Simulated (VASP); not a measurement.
Wanted: the native input for a VASP 6.6.1 run.

```
Task                   : single point
Functional             : LDA
Potentials or basis    : VASP PAW LDA potentials, release 64 (Ag)
Cutoff                 : 500 eV
k mesh                 : 12 × 12 × 12
Occupations            : gaussian, width 0.1 eV
Spin                   : no spin polarisation
Dipole correction      : no
Further INCAR settings : ALGO = Normal; EDIFF = 1e-06; NBANDS = 12
```

The structure of Ag lies in POSCAR:

```
Ag
1.0
    0.0000000000      2.0005593897      2.0005593897
    2.0005593897      0.0000000000      2.0005593897
    2.0005593897      2.0005593897      0.0000000000
Ag
1
Direct
    0.0000000000      0.0000000000      0.0000000000
```

The input as run:

INCAR

```
PREC = Accurate
ENCUT = 500
EDIFF = 1E-6
ISMEAR = 0
SIGMA = 0.1
LREAL = False
LASPH = True
NELM = 120
ALGO = Normal
ISIF = 2
LWAVE = False
LCHARG = False
NBANDS = 12
GGA_COMPAT = False
```

KPOINTS

```
Automatic mesh
0
Gamma
  12 12 12
```

Potentials or basis: VASP PAW LDA potentials, release 64 (Ag).

Run with:

```sh
$ cat potpaw_LDA.64/Ag/POTCAR > POTCAR
$ mpirun -np 1 vasp_std > vasp.out
```

Results of the run:

```
Pressure               : 0.2 GPa
Band gap on the k mesh : zero (an odd number of electrons rules out a gap without spin polarisation)
```

It took 7.2 s on 1 thread of Intel(R) Xeon(R) Platinum 8259CL CPU @ 2.50GHz (Skylake/Cascade Lake), with other jobs on the host, peak memory 0.13 GiB.
